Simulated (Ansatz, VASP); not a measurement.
**Two plane-wave programs on Ir**

File INCAR:

```
SYSTEM = Ir
ALGO     = Normal         ! electronic algorithm
EDIFF    = 1E-7           ! SCF threshold, eV
ENCUT    = 520            ! plane-wave cutoff, eV
GGA      = PS             ! functional
ISIF     = 2              ! what is computed and relaxed
ISMEAR   = 0              ! smearing method
LASPH    = .True.         ! aspherical terms in the spheres
LCHARG   = .False.        ! write CHGCAR
LREAL    = .False.        ! projectors in reciprocal space
LWAVE    = .False.        ! write WAVECAR
NBANDS   = 10             ! bands
NELM     = 80             ! most SCF steps
PREC     = Accurate       ! precision mode
SIGMA    = 0.1            ! smearing width, eV
```

File KPOINTS:

```
k-points
0
Gamma
  15 15 15
  0 0 0
```

File POSCAR:

```
Ir
1.0
    2.7083818999      0.0000000000      0.0000000000
   -1.3541909500      2.3455275285      0.0000000000
    1.3541909500      0.7818425095      2.2113845611
Ir
1
Direct
    0.0000000000      0.0000000000      0.0000000000
```

Input for Ansatz:

```yaml
crystal:
  lattice:
    - [2.7083818991, 0.0, 0.0]
    - [-1.3541909495, 2.3455275278, 0.0]
    - [1.3541909495, 0.7818425093, 2.2113845605]
  atoms:
    - { symbol: Ir, position: [0.0, 0.0, 0.0] }
basis:
  ecutwfc: 420
kpoints:
  mp_grid: { grid: [15, 15, 15] }
hamiltonian:
  xc: pbesol
scf:
  occupations: { method: gaussian, width: 0.1 }
output:
  forces: true
  stress: true
  eigenvalues: true
```

Alike in both runs: task single point; functional PBEsol; k mesh 15 × 15 × 15; occupations gaussian, width 0.1 eV; no spin polarisation.

|  | VASP | Ansatz |
| --- | --- | --- |
| version | VASP 6.6.1 | Ansatz 0.2.0 |
| potentials or method | VASP PAW PBE potentials, release 64 (Ir), cutoff 520 eV | scalar-relativistic, plane waves, PAW |
| valence electrons in the cell | 9 | 17 |

VASP gave:

```
gap on the k mesh at the Fermi level (eV) : none
pressure (GPa)                            : 0.9
```

Q: Estimate Ansatz's values.

A: gap on the k mesh at the Fermi level (eV): none; pressure (GPa): -0.1.

VASP's potentials were made for PBE, not for PBEsol. A gap of «none» marks a metal or a gap that the smearing closes. The functional is the same, so the differences come from potentials, cutoffs and numerics. VASP's potentials hold 9 valence electrons a cell and Ansatz's 17, so a difference there can come from the potentials and not from the codes.

Neither program's run includes spin-orbit coupling.
